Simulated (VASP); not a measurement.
# Al31SbN32 (a cell with a defect) in VASP: relaxation of the atoms with PBEsol

Aim: the relaxation of the atoms of Al31SbN32 (a cell with a defect) with PBEsol.

Program: VASP 6.6.1. These are calculated values, not measurements. Logs are shortened: lines on timing, memory, paths and dates and some standing lists are left out, and cuts for length are marked.

### Step 1. The cell of the first run

The cell holds a defect, 64 atoms: a = 8.755 Å, b = 8.755 Å, c = 8.755 Å, α = 90.00°, β = 90.00°, γ = 90.00°.

### Step 2. Relaxation of the atoms, PBEsol

Contents of INCAR:

```
SYSTEM = Al31SbN32
PREC = Accurate
ENCUT = 520
EDIFF = 1E-7
ISMEAR = -1
SIGMA = 0.05
LREAL = Auto
LASPH = .TRUE.
NELM = 120
ALGO = Normal
ISIF = 2
LWAVE = .FALSE.
LCHARG = .FALSE.
GGA = PS
IBRION = 2
NSW = 100
EDIFFG = -0.03
ISYM = 0
GGA_COMPAT = .FALSE.
NELMIN = 4
NCORE = 4
```

Contents of KPOINTS:

```
Automatic mesh
0
Gamma
  1 1 1
  0.25 0.25 0.25
```

Contents of POSCAR:

```
Al31SbN32
1.0
    8.7554440000      0.0000000000      0.0000000000
    0.0000000000      8.7554440000      0.0000000000
    0.0000000000      0.0000000000      8.7554440000
Al Sb N
31 1 32
Direct
    0.9981200000      0.9962040000      0.0003090000
    0.9983510000      0.9961660000      0.4998830000
    0.0015150000      0.4970950000      0.9985540000
    0.0017550000      0.5012580000      0.4961900000
    0.4999900000      0.9995920000      0.0009160000
    0.4983410000      0.9963310000      0.5032830000
    0.5004800000      0.5023910000      0.0007690000
    0.2533400000      0.2500270000      0.0010590000
    0.2514680000      0.2491540000      0.4980100000
    0.2513840000      0.7520970000      0.9999220000
    0.2471100000      0.7514360000      0.4987880000
    0.7536720000      0.2486450000      0.0002830000
    0.7465980000      0.2501860000      0.4978930000
    0.7524260000      0.7512490000      0.9988020000
    0.7486550000      0.7481130000      0.4991170000
    0.2470250000      0.9997840000      0.2484390000
    0.2471170000      0.9978360000      0.7490820000
    0.2502910000      0.5040110000      0.2468560000
    0.2496210000      0.4971300000      0.7475260000
    0.7481410000      0.9981940000      0.2488430000
    0.7527510000      0.0054540000      0.7498310000
    0.7462960000      0.5043680000      0.2520740000
    0.7500870000      0.4977670000      0.7510490000
    0.9966750000      0.2475360000      0.2522210000
    0.0072470000      0.2480660000      0.7470190000
    0.9984870000      0.7520020000      0.2520810000
    0.9987390000      0.7521660000      0.7505920000
    0.4984330000      0.2470740000      0.2498840000
    0.4987450000      0.2524470000      0.7509010000
    0.5016850000      0.7489380000      0.2502040000
    0.4996910000      0.7551050000      0.7506440000
    0.5006740000      0.5055030000      0.4964590000
    0.1221840000      0.1256200000      0.1268920000
    0.1228640000      0.1240530000      0.6229890000
    0.1237370000      0.6289200000      0.1231030000
    0.1282280000      0.6244820000      0.6191330000
    0.6247700000      0.1251950000      0.1236260000
    0.6251130000      0.1245060000      0.6278190000
    0.6271180000      0.6289300000      0.1253830000
    0.6276910000      0.6261150000      0.6219720000
    0.3748910000      0.3737110000      0.1232670000
    0.3720420000      0.3788060000      0.6250870000
    0.3702410000      0.8762420000      0.1228770000
    0.3757070000      0.8749600000      0.6247620000
    0.8780310000      0.3774410000      0.1228100000
    0.8736150000      0.3755460000      0.6250960000
    0.8785830000      0.8732300000      0.1260390000
    0.8784930000      0.8716510000      0.6238230000
    0.3728810000      0.1288590000      0.3756560000
    0.3759470000      0.1229530000      0.8794020000
    0.3755330000      0.6275850000      0.3750820000
    0.3760310000      0.6241540000      0.8726120000
    0.8716720000      0.1236440000      0.3749550000
    0.8754260000      0.1304350000      0.8749640000
    0.8701690000      0.6271060000      0.3760910000
    0.8777060000      0.6275080000      0.8793790000
    0.1286910000      0.3742270000      0.3720740000
    0.1274630000      0.3736480000      0.8756000000
    0.1227830000      0.8751240000      0.3787480000
    0.1218250000      0.8746460000      0.8752890000
    0.6222290000      0.3743580000      0.3775720000
    0.6244870000      0.3750300000      0.8741570000
    0.6222900000      0.8754560000      0.3733310000
    0.6279410000      0.8725770000      0.8771030000
```

Potentials or basis: VASP PAW PBE potentials, release 64 (Al, Sb, N).

The run is started by

```
cat potpaw_PBE.64/Al/POTCAR potpaw_PBE.64/Sb/POTCAR potpaw_PBE.64/N/POTCAR > POTCAR
mpirun -np 4 vasp_std > vasp.out
```

OUTCAR:

```text
SYSTEM = Al31SbN32
   PREC = Accurate
   ENCUT = 520
   EDIFF = 1E-7
   ISMEAR = -1
   LREAL = Auto
   LASPH = .TRUE.
   NELM = 120
   ISIF = 2
   GGA = PS
   IBRION = 2
   NSW = 100
   EDIFFG = -0.03
   ISYM = 0
   NELMIN = 4

 ion  position               nearest neighbor table
   1  0.998  0.996  0.000-  47 1.86  60 1.87  33 1.92  54 1.93  14 3.04  27 3.06  26 3.07  21 3.07
                            12 3.08  16 3.08  10 3.08  20 3.09  17 3.10  24 3.12  25 3.13   8 3.15
   2  0.998  0.996  0.500-  59 1.85  48 1.86  34 1.90  53 1.92  26 3.05  11 3.06  27 3.06  21 3.07
                            15 3.08  17 3.08  24 3.09  25 3.09  16 3.10  20 3.10  13 3.13   9 3.13
   3  0.002  0.497  0.999-  45 1.86  58 1.88  56 1.89  35 1.91  12 3.07  18 3.08   8 3.09  23 3.09
                            19 3.09  25 3.10  27 3.11  14 3.12  24 3.12  10 3.13  26 3.15  22 3.15
   4  0.002  0.501  0.496-  36 1.88  55 1.91  57 1.91  46 1.93  26 3.06  11 3.07  24 3.08  18 3.08
                            19 3.09  22 3.09  15 3.10   9 3.11  25 3.12  27 3.13  13 3.13  23 3.14
   5  0.500  1.000  0.001-  50 1.86  37 1.89  43 1.90  64 1.91  31 3.06  20 3.07  10 3.07  28 3.07
                             8 3.08  30 3.10  16 3.10  14 3.10  12 3.11  29 3.11  21 3.12  17 3.12
   6  0.498  0.996  0.503-  44 1.85  63 1.90  38 1.92  49 1.95  31 3.03  11 3.07  17 3.08  15 3.09
                             9 3.09  30 3.10  21 3.10  13 3.11  29 3.12  28 3.12  20 3.12  16 3.13
   7  0.500  0.502  0.001-  52 1.89  41 1.90  39 1.91  62 1.91  30 3.07  18 3.07  22 3.08  10 3.09
                            23 3.09   8 3.09  29 3.09  14 3.10  31 3.11  19 3.12  28 3.12  12 3.14
   8  0.253  0.250  0.001-  41 1.86  50 1.88  58 1.90  33 1.93  28 3.06  29 3.07   5 3.08  16 3.08
                             3 3.09   7 3.09  18 3.09  25 3.10  19 3.10  17 3.12  24 3.14   1 3.15
   9  0.251  0.249  0.498-  49 1.84  57 1.89  42 1.91  34 1.91  25 3.05  28 3.07  19 3.08  16 3.09
[... 77 lines left out ...]
  63  0.622  0.875  0.373-  30 1.87  20 1.89   6 1.90  15 1.92
  64  0.628  0.873  0.877-  14 1.86  31 1.88   5 1.91  21 1.95

IMPORTANT INFORMATION: All symmetrisations will be switched off!
NOSYMM: (Re-)initialisation of all symmetry stuff for point group C_1.

----------------------------------------------------------------------------------------

                                     Primitive cell

  volume of cell :     671.1731

  direct lattice vectors                    reciprocal lattice vectors
     8.755444000  0.000000000  0.000000000     0.114214653  0.000000000  0.000000000
     0.000000000  8.755444000  0.000000000     0.000000000  0.114214653  0.000000000
     0.000000000  0.000000000  8.755444000     0.000000000  0.000000000  0.114214653

  length of vectors
     8.755444000  8.755444000  8.755444000     0.114214653  0.114214653  0.114214653

  position of ions in fractional coordinates (direct lattice)
     0.998120000  0.996204000  0.000309000
     0.998351000  0.996166000  0.499883000
     0.001515000  0.497095000  0.998554000
[... 209 lines left out ...]
   LRPA    =     F    only Hartree local field effects (RPA)
 conjugate gradient relaxation of ions
 non-spin polarized calculation
  energy-cutoff  :      520.00
  volume of cell :      671.17
 maximum number of plane-waves:     18052
 NGX is ok and might be reduce to    70
   NGX = 33   NGY = 33   NGZ = 33

--------------------------------------- Ionic step        1  -------------------------------------------

 number of electron     257.9999995 magnetization

 Free energy of the ion-electron system (eV)
  ---------------------------------------------------
  ext. energy  EPLUGINS =         0.00000000
  ---------------------------------------------------
  free energy    TOTEN  =      -489.87729602 eV

  energy without entropy =     -489.69114671  energy(sigma->0) =     -489.78422137

------------------------ aborting loop because EDIFF is reached ----------------------------------------

  FORCE on cell =-STRESS in cart. coord.  units (eV):
  Direction    XX          YY          ZZ          XY          YZ          ZX
  --------------------------------------------------------------------------------------
  -------------------------------------------------------------------------------------
  Total       16.0030803     16.0644011     15.4687940     -2.3820245      0.3944308     -0.1854750
  in kB       38.2014321     38.3478128     36.9260212     -5.6862021      0.9415575     -0.4427530
  external PRESSURE =      37.8250887 kB  Pullay stress =       0.0000000 kB
[... 275 lines left out ...]
  FREE ENERGIE OF THE ION-ELECTRON SYSTEM (eV)
  ---------------------------------------------------
  free  energy   TOTEN  =      -492.0191144498 eV

  energy  without entropy=     -491.8893352564  energy(sigma->0) =     -491.95422485

[... ionic steps 4 to 31 ...]

--------------------------------------- Ionic step       32  -------------------------------------------

 number of electron     257.9999993 magnetization

------------------------ aborting loop because EDIFF is reached ----------------------------------------
[... 191 lines left out ...]
--------------------------------------- Ionic step       34  -------------------------------------------

 number of electron     257.9999991 magnetization

 Free energy of the ion-electron system (eV)
  ---------------------------------------------------
  ext. energy  EPLUGINS =         0.00000000
  ---------------------------------------------------
  free energy    TOTEN  =      -493.38666768 eV

  energy without entropy =     -493.38666490  energy(sigma->0) =     -493.38666629

 E-fermi :   9.1780     XC(G=0): -11.1669

 val. band max:        8.4958616290   @ k =  -0.2500   0.2500   0.2500
 cond. band min:       9.8690496009   @ k =   0.2500  -0.2500   0.2500
 fundamental gap:      1.3731879719
 Fermi energy:         9.1779755594

 k-point     1 :       0.2500    0.2500    0.2500
  band No.  band energies     occupation
      1      -8.8618      2.00000
      2      -8.3602      2.00000
      3      -8.1870      2.00000
      4      -8.1515      2.00000
      5      -7.7753      2.00000
      6      -7.6928      2.00000
[... 565 lines left out ...]
    140      11.6642      0.00000
    141      11.7834      0.00000
 [bands above 141 left out]

------------------------ aborting loop because EDIFF is reached ----------------------------------------

  FORCE on cell =-STRESS in cart. coord.  units (eV):
  Direction    XX          YY          ZZ          XY          YZ          ZX
  --------------------------------------------------------------------------------------
  -------------------------------------------------------------------------------------
  Total       12.8420860     12.8333853     12.8263043     -4.6116686      4.6159963      4.5896894
  in kB       30.6557280     30.6349582     30.6180548    -11.0086521     11.0189828     10.9561850
  external PRESSURE =      30.6362470 kB  Pullay stress =       0.0000000 kB
[... 79 lines left out ...]
  FREE ENERGIE OF THE ION-ELECTRON SYSTEM (eV)
  ---------------------------------------------------
  free  energy   TOTEN  =      -493.3866676771 eV

  energy  without entropy=     -493.3866648986  energy(sigma->0) =     -493.38666629

 reached required accuracy - stopping structural energy minimisation
```

It took 76 min on 4 MPI ranks of AMD EPYC 7R13 (Zen 3), shared host; peak memory 0.32 GiB.

Results:

| Quantity | Value |
| --- | --- |
| Free energy | -493.3867 eV |
| Energy gained by relaxing | 54.8 meV/atom |
| Ionic steps | 34 |
| Pressure after relaxing | 3.1 GPa |
| Largest force after relaxing | 0.027 eV/Å |
| Band gap on the k mesh | 1.37 eV |

Forces on the atoms (eV/Å):
```
Al  -0.005 -0.015  0.004
Al   0.010 -0.014 -0.006
Al  -0.003  0.014  0.005
Al  -0.001  0.022 -0.009
Al  -0.005 -0.014  0.004
Al   0.010 -0.018 -0.017
Al   0.004  0.016  0.009
Al   0.000  0.000  0.002
Al   0.002 -0.001  0.007
Al   0.003 -0.005  0.004
Al   0.006  0.012  0.000
Al  -0.012 -0.004  0.007
Al   0.009  0.000 -0.010
Al  -0.002  0.001  0.021
Al   0.006  0.005  0.011
Al   0.007 -0.011  0.002
Al   0.006 -0.015 -0.001
Al   0.006  0.017 -0.006
Al   0.000  0.012  0.001
Al   0.002 -0.026 -0.001
Al  -0.009 -0.014 -0.004
Al   0.004  0.000 -0.004
Al  -0.001  0.025  0.001
Al   0.004  0.002  0.007
Al  -0.002 -0.006  0.007
Al  -0.013  0.004 -0.004
Al  -0.002  0.000  0.002
Al   0.003  0.001 -0.006
Al  -0.010 -0.001 -0.007
Al  -0.016  0.003 -0.006
Al  -0.004  0.008 -0.002
Sb  -0.019  0.002  0.018
N   -0.007  0.002 -0.016
N   -0.006  0.006 -0.002
N   -0.012 -0.010 -0.006
N   -0.004  0.004  0.010
N    0.008  0.002 -0.001
N    0.014  0.006 -0.001
N    0.004 -0.007  0.008
N    0.015 -0.006 -0.007
N   -0.008 -0.013 -0.009
N   -0.014 -0.018  0.013
N   -0.007  0.013 -0.007
N   -0.002  0.013  0.002
N    0.000 -0.012 -0.005
N    0.010 -0.012  0.006
N    0.010  0.016 -0.012
N    0.007  0.016  0.004
N    0.000  0.009 -0.008
N    0.003  0.008 -0.001
N    0.007 -0.005 -0.009
N   -0.005 -0.001  0.001
N    0.007  0.004  0.001
N    0.006  0.000  0.004
N   -0.004 -0.005 -0.002
N   -0.003 -0.009  0.006
N   -0.006 -0.010 -0.002
N   -0.010 -0.006  0.000
N   -0.009  0.012 -0.002
N   -0.006  0.018  0.004
N    0.013 -0.004  0.000
N    0.009 -0.010  0.002
N    0.009 -0.012 -0.004
N    0.003  0.010  0.007
```

The path:
| step | energy change (eV) | largest force (eV/Å) | pressure (GPa) |
| --- | --- | --- | --- |
| 1 | 0.0000 | 4.2951 | 3.78 |
| 2 | -2.1015 | 2.3010 | 3.81 |
| 3 | -2.1418 | 2.2923 | 3.68 |
| 4 | -2.9091 | 0.9588 | 4.09 |
| 5 | -2.9371 | 0.7986 | 4.10 |
| 6 | -3.0809 | 0.7836 | 4.11 |
| 7 | -3.1055 | 0.7145 | 4.09 |
| 8 | -3.1518 | 0.1744 | 4.07 |
| 9 | -3.1518 | 0.1728 | 4.07 |
| 10 | -3.1664 | 0.2665 | 4.07 |
| 11 | -3.1664 | 0.2633 | 4.07 |
| 12 | -3.1735 | 0.2227 | 4.07 |
| 13 | -3.1743 | 0.2018 | 4.07 |
| 14 | -3.1807 | 0.2235 | 4.05 |
| 15 | -3.1978 | 0.4580 | 3.97 |
| 16 | -3.2191 | 0.8467 | 3.77 |
| 17 | -3.2217 | 0.8569 | 3.76 |
| 18 | -3.2293 | 0.8831 | 3.72 |
| 19 | -3.2433 | 0.9136 | 3.64 |
| 20 | -3.2589 | 0.8949 | 3.50 |
| 21 | -3.2762 | 0.8362 | 3.46 |
| 22 | -3.3188 | 0.6341 | 3.37 |
| 23 | -3.3527 | 0.5577 | 3.22 |
| 24 | -3.3855 | 0.4458 | 3.18 |
| 25 | -3.4335 | 0.4317 | 3.08 |
| 26 | -3.4599 | 0.3125 | 3.07 |
| 27 | -3.4772 | 0.2260 | 3.06 |
| 28 | -3.4930 | 0.1519 | 3.05 |
| 29 | -3.4947 | 0.1516 | 3.04 |
| 30 | -3.5010 | 0.0968 | 3.05 |
| 31 | -3.5041 | 0.1407 | 3.05 |
| 32 | -3.5084 | 0.0454 | 3.06 |
| 33 | -3.5086 | 0.0436 | 3.06 |
| 34 | -3.5094 | 0.0270 | 3.06 |

Final structure:
```
Al Sb N
1.0
     8.75544    0.00000    0.00000
     0.00000    8.75544    0.00000
     0.00000    0.00000    8.75544
Al Sb N
31 1 32
Direct
  0.99961 0.00000 0.00011
  0.00080 0.00141 0.50097
  0.00107 0.49910 0.99866
  0.99926 0.49920 0.50069
  0.49870 0.00143 0.99862
  0.49875 0.99984 0.50095
  0.49890 0.49932 0.00028
  0.24950 0.24994 0.99873
  0.25046 0.25093 0.49664
  0.24769 0.75088 0.00062
  0.23897 0.75542 0.50211
  0.75053 0.24816 0.00059
  0.75487 0.23945 0.50216
  0.74970 0.75005 0.99980
  0.75027 0.75082 0.49983
  0.24761 0.99939 0.24927
  0.24939 0.00146 0.75015
  0.23903 0.49796 0.24459
  0.25056 0.50330 0.74908
  0.74954 0.00022 0.24999
  0.75051 0.99949 0.75203
  0.75035 0.50020 0.24920
  0.75507 0.49789 0.76056
  0.99891 0.24808 0.24922
  0.00102 0.25003 0.75005
  0.99966 0.75003 0.25004
  0.99903 0.75077 0.75188
  0.49746 0.23941 0.24456
  0.50292 0.25095 0.74926
  0.49985 0.75090 0.24925
  0.49753 0.75548 0.76061
  0.52362 0.52398 0.47599
  0.12501 0.12541 0.12353
  0.12721 0.12768 0.62472
  0.12094 0.62586 0.12102
  0.12222 0.62495 0.62688
  0.62533 0.12136 0.12090
  0.62456 0.12264 0.62712
  0.62375 0.62426 0.12234
  0.63771 0.63821 0.65566
  0.37365 0.37411 0.12686
  0.38089 0.38127 0.61874
  0.37395 0.87681 0.12327
  0.37351 0.87319 0.62610
  0.87644 0.37442 0.12326
  0.87272 0.37405 0.62595
  0.87442 0.87488 0.12520
  0.87631 0.87671 0.62572
  0.37261 0.12258 0.37502
  0.37479 0.12765 0.87242
  0.34403 0.63826 0.36187
  0.37267 0.62509 0.87740
  0.87850 0.12132 0.37431
  0.87633 0.12548 0.87462
  0.87716 0.62416 0.37590
  0.87873 0.62574 0.87869
  0.12221 0.37311 0.37493
  0.12735 0.37532 0.87238
  0.12081 0.87902 0.37435
  0.12498 0.87657 0.87462
  0.63768 0.34441 0.36179
  0.62466 0.37315 0.87743
  0.62362 0.87783 0.37598
  0.62537 0.87907 0.87871
```

Caveat: the PAW data sets were made with another functional, which shifts forces and pressure a little; spin-orbit coupling is left out, which moves the levels of the heavy elements.
